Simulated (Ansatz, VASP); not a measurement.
Two plane-wave programs on Ga

File POSCAR:

```
Ga
1.0
    2.7164800000      0.0000000000      0.0000000000
    0.0000000000      2.7164800000      0.0000000000
    0.0000000000      0.0000000000      2.7164800000
Ga
1
Direct
    0.0000000000      0.0000000000      0.0000000000
```

The input INCAR.step1:

```
PREC     = Accurate       # precision mode
ENCUT    = 520            # plane-wave cutoff, eV
EDIFF    = 1E-5           # SCF threshold, eV
ISMEAR   = -1             # smearing method
SIGMA    = 0.05           # smearing width, eV
LREAL    = F              # projectors in reciprocal space
LASPH    = T              # aspherical terms in the spheres
NELM     = 80             # most SCF steps
ALGO     = Normal         # electronic algorithm
ISIF     = 2              # what is computed and relaxed
LWAVE    = T              # write WAVECAR
LCHARG   = F              # write CHGCAR
GGA      = PE             # functional
NBANDS   = 12             # bands
```

Contents of INCAR.step2:

```
PREC     = Accurate       # precision mode
ENCUT    = 520            # plane-wave cutoff, eV
EDIFF    = 1E-7           # SCF threshold, eV
ISMEAR   = -1             # smearing method
SIGMA    = 0.05           # smearing width, eV
LREAL    = F              # projectors in reciprocal space
LASPH    = T              # aspherical terms in the spheres
NELM     = 80             # most SCF steps
ALGO     = Normal         # electronic algorithm
ISIF     = 2              # what is computed and relaxed
LWAVE    = F              # write WAVECAR
LCHARG   = F              # write CHGCAR
GGA      = PE             # functional
LHFCALC  = T              # exact exchange
AEXX     = 0.25           # exact-exchange fraction
PRECFOCK = Normal       
ISTART   = 1            
NBANDS   = 12             # bands
```

Contents of KPOINTS:

```
Automatic mesh
0
Gamma
  6 6 6
```

The input input.yaml:

```yaml
crystal:
  lattice:
    - [2.71648, 0.0, 0.0]
    - [0.0, 2.71648, 0.0]
    - [0.0, 0.0, 2.71648]
  atoms:
    - { symbol: Ga, position: [0.0, 0.0, 0.0] }
hamiltonian:
  xc: pbe0
  pseudopotentials: { kind: paw }
kpoints:
  mp_grid: { grid: [6, 6, 6] }
scf:
  occupations: { method: fermi_dirac, width: 0.05 }
output:
  forces: true
  stress: true
  eigenvalues: true
```

Alike in both runs: task single point; functional PBE0; k mesh 6 × 6 × 6; occupations fermi-dirac, width 0.05 eV; no spin polarisation.

|  | VASP | Ansatz |
| --- | --- | --- |
| version | VASP 6.6.1 | Ansatz 0.2.0 |
| potentials or method | VASP PAW PBE potentials, release 64 (Ga_d) | Ansatz PAW |
| plane-wave cutoff (eV) | 520 | 420 |
| valence electrons in the cell | 13 | 13 |

```csv
,VASP,Ansatz,Ansatz less VASP
gap on the k mesh at the Fermi level (eV),none,none,-
pressure (GPa),-0.5,-0.6,-0.05
```

A gap of «none» marks a metal or a gap that the smearing closes.

The k mesh is coarse, so the values compare programs but aren't converged.
